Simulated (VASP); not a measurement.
# TiTe2 (P-3m1) in VASP: notebook

Aim: see how the results for TiTe2 move with the level of theory and the settings. Levels: PBEsol+U, RPBE. Tasks: single point, relaxation of cell and atoms.

Program: VASP 6.6.1. These are calculated values, not measurements. Logs are shortened: lines on timing, memory, paths and dates and some standing lists are left out, and cuts for length are marked.

## 1. The cell of the first run

Symmetry: P-3m1, No. 164, trigonal system. The conventional cell has a = 3.777 Å, b = 3.777 Å, c = 6.498 Å, α = 90.00°, β = 90.00°, γ = 120.00°. Within 3.7 Å of Te (site symmetry 3m) lie 3 Ti at 2.77 Å. Within 3.7 Å of Ti (site symmetry -3m) lie 6 Te at 2.77 Å.

## 2. Single point, PBEsol+U

Input file INCAR:

```
ALGO = Normal
EDIFF = 1E-6
ENCUT = 520
GGA = PS
ISIF = 2
ISMEAR = -1
LASPH = True
LCHARG = False
LDAU = True
LDAUJ = 0 0
LDAUL = -1 2
LDAUPRINT = 1
LDAUTYPE = 2
LDAUU = 0 5
LMAXMIX = 4
LREAL = False
LWAVE = False
NBANDS = 19
NELM = 150
PREC = Accurate
SIGMA = 0.05
```

Input file KPOINTS:

```
k-points
0
Gamma
  8 8 4
```

Input file POSCAR:

```
TiTe2
1.0
    3.7770000000      0.0000000000      0.0000000000
   -1.8885000000      3.2709779501      0.0000000000
    0.0000000000      0.0000000000      6.4980000000
Te Ti
2 1
Direct
    0.3333333333      0.6666666667      0.7372000000
    0.6666666667      0.3333333333      0.2628000000
    0.0000000000      0.0000000000      0.0000000000
```

Potentials or basis: VASP PAW PBE potentials, release 64 (Te, Ti_sv).

Started as:

```bash
$ cat potpaw_PBE.64/Te/POTCAR potpaw_PBE.64/Ti_sv/POTCAR > POTCAR
$ mpirun -np 1 vasp_std > vasp.out
```

OUTCAR:

```text
EDIFF = 1E-6
   ENCUT = 520
   GGA = PS
   ISIF = 2
   ISMEAR = -1
   LASPH = True
   LREAL = False
   NELM = 150
   PREC = Accurate

 ion  position               nearest neighbor table
   1  0.333  0.667  0.737-   3 2.77   3 2.77   3 2.77
   2  0.667  0.333  0.263-   3 2.77   3 2.77   3 2.77
   3  0.000  0.000  0.000-   1 2.77   2 2.77   2 2.77   1 2.77   2 2.77   1 2.77

  LATTYP: Found a hexagonal cell.
 ALAT       =     3.7770000000
 C/A-ratio  =     1.7204130262

  Lattice vectors:

 A1 = (   3.7770000000,   0.0000000000,   0.0000000000)
 A2 = (  -1.8885000000,   3.2709779501,   0.0000000000)
 A3 = (   0.0000000000,   0.0000000000,   6.4980000000)

Analysis of symmetry for initial positions (statically):
=====================================================================
 Subroutine PRICEL returns:
 Original cell was already a primitive cell.

 Routine SETGRP: Setting up the symmetry group for a
 hexagonal supercell.

 Subroutine GETGRP returns: Found 12 space group operations
 (whereof 12 operations were pure point group operations)
 out of a pool of 24 trial point group operations.

The static configuration has the point symmetry D_3d.

Analysis of symmetry for dynamics (positions and initial velocities):
=====================================================================
 Subroutine PRICEL returns:
 Original cell was already a primitive cell.

 Routine SETGRP: Setting up the symmetry group for a
 hexagonal supercell.

 Subroutine GETGRP returns: Found 12 space group operations
 (whereof 12 operations were pure point group operations)
 out of a pool of 24 trial point group operations.

The dynamic configuration has the point symmetry D_3d.

 Subroutine INISYM returns: Found 12 space group operations
 (whereof 12 operations are pure point group operations),
 and found     1 'primitive' translations

----------------------------------------------------------------------------------------

                                     Primitive cell

  volume of cell :      80.2794

  direct lattice vectors                    reciprocal lattice vectors
     3.777000000  0.000000000  0.000000000     0.264760392  0.152859484  0.000000000
    -1.888500000  3.270977950  0.000000000     0.000000000  0.305718967  0.000000000
     0.000000000  0.000000000  6.498000000     0.000000000  0.000000000  0.153893506

  length of vectors
     3.777000000  3.777000000  6.498000000     0.305718967  0.305718967  0.153893506

  position of ions in fractional coordinates (direct lattice)
     0.333333333  0.666666667  0.737200000
     0.666666667  0.333333333  0.262800000
     0.000000000  0.000000000  0.000000000

  ion indices of the primitive-cell ions
   primitive index   ion index
                 1           1
                 2           2
                 3           3

----------------------------------------------------------------------------------------

 KPOINTS: k-points

Automatic generation of k-mesh.
 Grid dimensions read from file:
 generate k-points for:    8    8    4

 Generating k-lattice:

  Cartesian coordinates                     Fractional coordinates (reciprocal lattice)
     0.033095049  0.019107435  0.000000000     0.125000000 -0.000000000  0.000000000
     0.000000000  0.038214871  0.000000000     0.000000000  0.125000000  0.000000000
     0.000000000  0.000000000  0.038473376     0.000000000  0.000000000  0.250000000

  Length of vectors
     0.038214871  0.038214871  0.038473376

  Shift w.r.t. Gamma in fractional coordinates (k-lattice)
     0.000000000  0.000000000  0.000000000

 Subroutine IBZKPT returns following result:
 ===========================================

 Found     35 irreducible k-points:

 Following reciprocal coordinates:
            Coordinates               Weight
  0.000000  0.000000  0.000000      1.000000
  0.125000  0.000000  0.000000      6.000000
  0.250000  0.000000  0.000000      6.000000
  0.375000  0.000000  0.000000      6.000000
  0.500000  0.000000  0.000000      3.000000
  0.125000  0.125000  0.000000      6.000000
[... 16 lines left out ...]
 -0.125000  0.500000  0.250000     12.000000
  0.250000  0.250000  0.250000     12.000000
 [... further k-points ...]
   k-points           NKPTS =     35   k-points in BZ     NKDIM =     35   number of bands    NBANDS=     19
   number of dos      NEDOS =    301   number of ions     NIONS =      3
   total plane-waves  NPLWV =  37632
   dimension x,y,z NGX =    28 NGY =   28 NGZ =   48
   dimension x,y,z NGXF=    56 NGYF=   56 NGZF=   96
   ions per type =               2   1
   NGX,Y,Z   is equivalent  to a cutoff of  12.32, 12.32, 12.28 a.u.
   NGXF,Y,Z  is equivalent  to a cutoff of  24.65, 24.65, 24.56 a.u.
 SYSTEM =  unknown system
   PREC   = accura    normal or accurate (medium, high low for compatibility)
   ISTART =      0    job   : 0-new  1-cont  2-samecut
   ICHARG =      2    charge: 1-file 2-atom 10-const
   ISPIN  =      1    spin polarized calculation?
   LNONCOLLINEAR =      F non collinear calculations
   LSORBIT =      F    spin-orbit coupling
   LASPH  =      T    aspherical Exc in radial PAW
   ENCUT  =  520.0 eV  38.22 Ry    6.18 a.u.   7.02  7.02 12.08*2*pi/ulx,y,z
   NELM   =    150;   NELMIN=  2; NELMDL= -5     # of ELM steps
   EDIFF  = 0.1E-05   stopping-criterion for ELM
   LREAL  =      F    real-space projection
   EDIFFG = 0.1E-04   stopping-criterion for IOM
   NSW    =      0    number of steps for IOM
   IBRION =     -1    ionic relax: 0-MD 1-quasi-New 2-CG
   NFREE  =      0    steps in history (QN), initial steepest desc. (CG)
   ISIF   =      2    stress and relaxation
   ISYM   =      2    0-nonsym 1-usesym 2-fastsym
   POTIM  = 0.5000    time-step for ionic-motion
   TEBEG  =    0.0;   TEEND  =   0.0 temperature during run
   PSTRESS=    0.0 pullay stress
   NELECT =      24.0000    total number of electrons
   NUPDOWN=      -1.0000    fix difference up-down
   EMIN   =  10.00;   EMAX   =-10.00  energy-range for DOS
   EFERMI =   0.00;   METHOD = LEGACY
   ISMEAR =    -1;   SIGMA  =   0.05  broadening in eV -4-tet -1-fermi 0-gaus
   EFERMI_NEDOS =   21; number of points for ismear=-14 and -15
   IALGO  =     38    algorithm
   IMIX   =      4    mixing-type and parameters
     AMIX     =   0.40;   BMIX     =  1.00
     AMIX_MAG =   1.60;   BMIX_MAG =  1.00
  volume/ion in A,a.u.               =      26.76       180.58
  Fermi-wavevector in a.u.,A,eV,Ry     =   1.094655  2.068597 16.303438  1.198269
  Thomas-Fermi vector in A             =   2.230964
   LORBIT       =      0    0 simple, 1 ext, 2 COOP (PROOUT), +10 PAW based schemes
 LDA+U is selected, type is set to LDAUTYPE =  2
   angular momentum for each species LDAUL =    -1    2
   U (eV)           for each species LDAUU =   0.0  5.0
   J (eV)           for each species LDAUJ =   0.0  0.0
   GGA     = PS    functional components
   LHFCALC =     F    Hartree Fock is set to
   AEXX    =    0.0000 exact exchange contribution
   IVDW    =     0    specifies the selected vdW correction
   LEPSILON=     F    determine dielectric tensor
   LRPA    =     F    only Hartree local field effects (RPA)
 non-spin polarized calculation
  energy-cutoff  :      520.00
  volume of cell :       80.28
 maximum number of plane-waves:      2176
   NGX = 13   NGY = 13   NGZ = 25

atom =   3  type =  2  l = 2

 onsite density matrix

spin component  1

  0.1388 -0.0000  0.0000  0.0837  0.0000
 -0.0000  0.2482  0.0000  0.0000  0.0837
  0.0000  0.0000  0.0761 -0.0000  0.0000
  0.0837  0.0000 -0.0000  0.2482 -0.0000
  0.0000  0.0837  0.0000 -0.0000  0.1388

spin component  2

  0.1388 -0.0000  0.0000  0.0837  0.0000
 -0.0000  0.2482  0.0000  0.0000  0.0837
  0.0000  0.0000  0.0761 -0.0000  0.0000
  0.0837  0.0000 -0.0000  0.2482 -0.0000
  0.0000  0.0837  0.0000 -0.0000  0.1388

 occupancies and eigenvectors

  o =  0.0761  v =  0.0000 -0.0000 -1.0000 -0.0000  0.0000  0.0000  0.0000  0.0000  0.0000  0.0000      0.0000  0.0000  0.0000  0.0000  0.0000  0.0000  0.0000  0.0000  0.0000  0.0000
  o =  0.0761  v =  0.0000  0.0000  0.0000  0.0000  0.0000  0.0000 -0.0000 -1.0000 -0.0000  0.0000      0.0000  0.0000  0.0000  0.0000  0.0000  0.0000  0.0000  0.0000  0.0000  0.0000
  o =  0.0935  v =  0.0000  0.0000  0.0000  0.0000  0.0000  0.8795  0.0000 -0.0000 -0.4759 -0.0001      0.0000  0.0000  0.0000  0.0000  0.0000  0.0000  0.0000  0.0000  0.0000  0.0000
  o =  0.0935  v =  0.8795  0.0000 -0.0000 -0.4759 -0.0001  0.0000  0.0000  0.0000  0.0000  0.0000      0.0000  0.0000  0.0000  0.0000  0.0000  0.0000  0.0000  0.0000  0.0000  0.0000
  o =  0.0935  v =  0.0000  0.0000  0.0000  0.0000  0.0000 -0.0001  0.4759 -0.0000  0.0000 -0.8795      0.0000  0.0000  0.0000  0.0000  0.0000  0.0000  0.0000  0.0000  0.0000  0.0000
  o =  0.0935  v = -0.0001  0.4759 -0.0000  0.0000 -0.8795  0.0000  0.0000  0.0000  0.0000  0.0000      0.0000  0.0000  0.0000  0.0000  0.0000  0.0000  0.0000  0.0000  0.0000  0.0000
  o =  0.2935  v = -0.4759  0.0000  0.0000 -0.8795  0.0000  0.0000  0.0000  0.0000  0.0000  0.0000      0.0000  0.0000  0.0000  0.0000  0.0000  0.0000  0.0000  0.0000  0.0000  0.0000
  o =  0.2935  v =  0.0000  0.0000  0.0000  0.0000  0.0000 -0.4759  0.0000  0.0000 -0.8795  0.0000      0.0000  0.0000  0.0000  0.0000  0.0000  0.0000  0.0000  0.0000  0.0000  0.0000
  o =  0.2935  v =  0.0000  0.8795  0.0000  0.0000  0.4759  0.0000  0.0000  0.0000  0.0000  0.0000      0.0000  0.0000  0.0000  0.0000  0.0000  0.0000  0.0000  0.0000  0.0000  0.0000
  o =  0.2935  v =  0.0000  0.0000  0.0000  0.0000  0.0000  0.0000  0.8795  0.0000  0.0000  0.4759      0.0000  0.0000  0.0000  0.0000  0.0000  0.0000  0.0000  0.0000  0.0000  0.0000

 number of electron      23.9999998 magnetization

 Free energy of the ion-electron system (eV)
  ---------------------------------------------------
  ext. energy  EPLUGINS =         0.00000000
  ---------------------------------------------------
  free energy    TOTEN  =       -14.02909314 eV

  energy without entropy =      -14.02007642  energy(sigma->0) =      -14.02458478

 E-fermi :   7.1226     XC(G=0): -10.0094

 val. band max:        7.1084952576   @ k =   0.5000   0.0000   0.2500
 cond. band min:       7.1378115292   @ k =   0.3750   0.0000   0.5000
 fundamental gap:      0.0293162716
 Fermi energy:         7.1226326671

 k-point     1 :       0.0000    0.0000    0.0000
  band No.  band energies     occupation
      1     -51.8034      2.00000
      2     -28.1142      2.00000
      3     -28.1142      2.00000
      4     -28.0422      2.00000
      5      -5.6513      2.00000
      6      -4.1130      2.00000
[... 11 lines left out ...]
     18      11.7353      0.00000
     19      12.5209      0.00000
[... 489 lines left out ...]
      3     -28.1304      2.00000
      4     -28.0337      2.00000
      5      -3.9423      2.00000
      6      -3.5799      2.00000
[... 11 lines left out ...]
     18      11.8830      0.00000
     19      12.7152      0.00000

 [... further k-points ...]
[... 5 lines left out ...]
  --------------------------------------------------------------------------------------
  -------------------------------------------------------------------------------------
  Total        0.5959711      0.5959711      0.3622213     -0.0000000     -0.0000000      0.0000000
  in kB       11.8940960     11.8940960      7.2290335     -0.0000000     -0.0000000      0.0000000
  external PRESSURE =      10.3390752 kB  Pullay stress =       0.0000000 kB

 VOLUME and BASIS-vectors are now :
 -----------------------------------------------------------------------------
  energy-cutoff  :      520.00
  volume of cell :       80.28
      direct lattice vectors                 reciprocal lattice vectors
     3.777000000  0.000000000  0.000000000     0.264760392  0.152859484  0.000000000
    -1.888500000  3.270977950  0.000000000     0.000000000  0.305718967  0.000000000
     0.000000000  0.000000000  6.498000000     0.000000000  0.000000000  0.153893506

 POSITION                                       TOTAL-FORCE (eV/Angst)
 -----------------------------------------------------------------------------------
     -0.00000      2.18065      4.79033         0.000000     -0.000000     -0.093378
      1.88850      1.09033      1.70767        -0.000000      0.000000      0.093378
      0.00000      0.00000      0.00000         0.000000      0.000000      0.000000
 -----------------------------------------------------------------------------------
    total drift:                                0.000000     -0.000000      0.000000

  FREE ENERGIE OF THE ION-ELECTRON SYSTEM (eV)
  ---------------------------------------------------
  free  energy   TOTEN  =       -14.0290931446 eV

  energy  without entropy=      -14.0200764202  energy(sigma->0) =      -14.02458478
```

It took 23 s on 1 thread of Intel Xeon 6975P-C (Granite Rapids), shared host; peak memory 0.21 GiB.

Results:

```yaml
Free_energy: -14.0291 eV
Pressure: 1.0 GPa
Largest_force: 0.093 eV/Å
Band_gap_on_the_k_mesh: zero (band 12 reaches 7.62 eV, above the bottom of band 13 at 6.94 eV)
```

Forces in eV/Å, atoms in the order of the input:
```
Te   0.000  0.000 -0.093
Te   0.000  0.000  0.093
Ti   0.000  0.000  0.000
```

Eigenvalues of the final occupation matrices:
| site | spin | trace | eigenvalues |
| --- | --- | --- | --- |
| site 3 d | 1 | 0.85 | 0.08 0.09 0.09 0.29 0.29 |
| site 3 d | 2 | 0.85 | 0.08 0.09 0.09 0.29 0.29 |

Caveat: the PAW data sets were made with another functional, which shifts forces and pressure a little; spin-orbit coupling is left out, which moves the levels of the heavy elements; this functional lacks dispersion, which binds the layers, so the pressure and a relaxed spacing across them are unreliable; U without spin polarisation on a metal has little footing; the U is typed as a test and isn't derived for this compound.

(Part 1 of 2 ends here.)
